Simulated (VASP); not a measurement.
LiH, 2 atoms in the cell. Symmetry: Fm-3m, No. 225, cubic system. Conventional cell: a = 4.390 Å, b = 4.390 Å, c = 4.390 Å, α = 90.00°, β = 90.00°, γ = 90.00°. Li (site symmetry m-3m) has 6 H at 2.20 Å within 2.9 Å. Within 2.9 Å of H (site symmetry m-3m) lie 6 Li at 2.20 Å.  This cell differs from its parent crystal: strain +0.080 along x and y, +0.080 along z.

* Program: VASP 6.6.1
* Task: single point
* Functional: LDA
* Potentials or basis: VASP PAW LDA potentials, release 64 (Li_sv, H)
* Cutoff: 520 eV
* k mesh: 10 × 10 × 10
* Occupations: gaussian, width 0.05 eV
* Spin: no spin polarisation
* Dipole correction: no
* Further INCAR settings: ALGO = Normal; EDIFF = 1e-07; NBANDS = 9

Potentials or basis: VASP PAW LDA potentials, release 64 (Li_sv, H).

Run with:

```bash
$ cat potpaw_LDA.64/Li_sv/POTCAR potpaw_LDA.64/H/POTCAR > POTCAR
$ mpirun -np 1 vasp_std > vasp.out
```

Hardware: 1 thread of Intel Xeon 6975P-C (shared host).

Estimate the wall time of this run.

It took 6.2 s on 1 thread of Intel Xeon 6975P-C, on a shared host, peak memory 0.12 GiB. Counts: scf iterations 12, k points 47.
